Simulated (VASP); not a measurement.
# Sn: electric field gradients with LDA

The system is Sn.

```
CELL_PARAMETERS angstrom
-1.70797 1.97402 2.12874
1.70797 -1.97402 2.12874
1.70797 1.97402 -2.12874
ATOMIC_POSITIONS crystal
Sn 0.00000 0.00000 0.00000
```

```
Program                : VASP 6.6.1
Task                   : electric field gradients
Functional             : LDA
Potentials or basis    : VASP PAW LDA potentials, release 64 (Sn_d)
Cutoff                 : 520 eV
k mesh                 : 13 × 13 × 13
Occupations            : fermi-dirac, width 0.08 eV
Spin                   : no spin polarisation
Dipole correction      : no
Further INCAR settings : ALGO = Normal; EDIFF = 1e-08; NBANDS = 13
```

| Item | Value |
| --- | --- |
| Pressure | -5.0 GPa |
| Band gap on the k mesh | zero (bands 7 and 8 overlap by 8.45 eV) |
| Largest electric field gradient by atom | Sn -8.7 V/Å² |

Stress tensor (GPa, compression positive):
```
-4.89  0.00  0.00
 0.00 -4.72  0.00
 0.00  0.00 -5.37
```

Levels at points of the mesh, in eV from the Fermi level:
| k point | band 3 | band 4 | band 5 | band 6 | band 7 | band 8 | band 9 | band 10 | band 11 | band 12 |
| --- | --- | --- | --- | --- | --- | --- | --- | --- | --- | --- |
| (0.00, 0.00, 0.00) | -21.41 | -21.40 | -21.31 | -10.77 | 6.40 | 6.55 | 8.35 | 10.28 | 11.33 | 11.74 |

Electric field gradients, principal values (V/Å²):
```
atom  least  middle  greatest (by size)
1 Sn  0.724   8.025              -8.749
```

Run time: 91 s on 1 thread of Intel(R) Xeon(R) Platinum 8259CL CPU @ 2.50GHz (Skylake/Cascade Lake) (shared host), peak memory 0.23 GiB.

Caveat: the cell stands under tension; without QUAD_EFG the Cq values of the log hold for a quadrupole moment of 1 mb, not for the nuclei; spin-orbit coupling is left out, which moves the levels of the heavy elements.
